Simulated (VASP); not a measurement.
A run of VASP 6.6.1 is set up as follows.

The input INCAR:

```
SYSTEM = BW16
PREC = Accurate ; ENCUT = 520
EDIFF = 1E-6 ; ISMEAR = 0
SIGMA = 0.05 ; LREAL = Auto
LASPH = .TRUE. ; NELM = 60
ALGO = Normal ; ISIF = 2
LWAVE = .FALSE. ; LCHARG = .FALSE.
GGA = PE ; IVDW = 12
NBANDS = 128
```

Contents of KPOINTS:

```
Automatic mesh
0
G
  3 4 1
  0 0 0
```

The input POSCAR:

```
BW16
1.0
    6.3200000000      0.0000000000      0.0000000000
    3.1600000000      4.4689150000      0.0000000000
    0.0000000000      0.0000000000     17.7033720000
W B
16 1
Direct
   -0.2499999441      0.4999998881      0.0564864140
    0.2500000559      0.4999998881      0.0564864140
   -0.2500000000      1.0000000000      0.0564864140
    0.2500000000      1.0000000000      0.0564864140
    0.0005574403      0.0036832206      0.1795325772
    0.5016013161      0.0025435704      0.1798895148
    0.0016708261      0.5032944238      0.1800138414
    0.5003694850      0.5045531186      0.1799674096
   -0.2499414343      0.5108224256      0.3067409418
    0.2536994488      0.5063235707      0.3046984495
   -0.2478256111      1.0084246400      0.3073647777
    0.2493441265      1.0102778862      0.3078107945
   -0.0027748248      0.0249749660      0.4320907339
    0.5028188540      0.0104958362      0.4347069022
    0.0154176602      0.5121865151      0.4305943523
    0.4952601430      0.5139028153      0.4317557130
    0.7218087326      0.5949341171      0.5044242419
```

Potentials or basis: VASP PAW PBE potentials, release 64 (W_sv, B).

Command:

```bash
$ cat potpaw_PBE.64/W_sv/POTCAR potpaw_PBE.64/B/POTCAR > POTCAR
$ mpirun -np 1 vasp_std > vasp.out
```

(1) Predict the band gap on the k mesh.

(2) What does it give for the dispersion energy per atom?

Answers

(1) zero (an odd number of electrons rules out a gap without spin polarisation).

(2) -0.489 eV.

Caveat: there is no dipole correction, which matters where the two faces differ; spin-orbit coupling is left out, which moves the levels of the heavy elements.
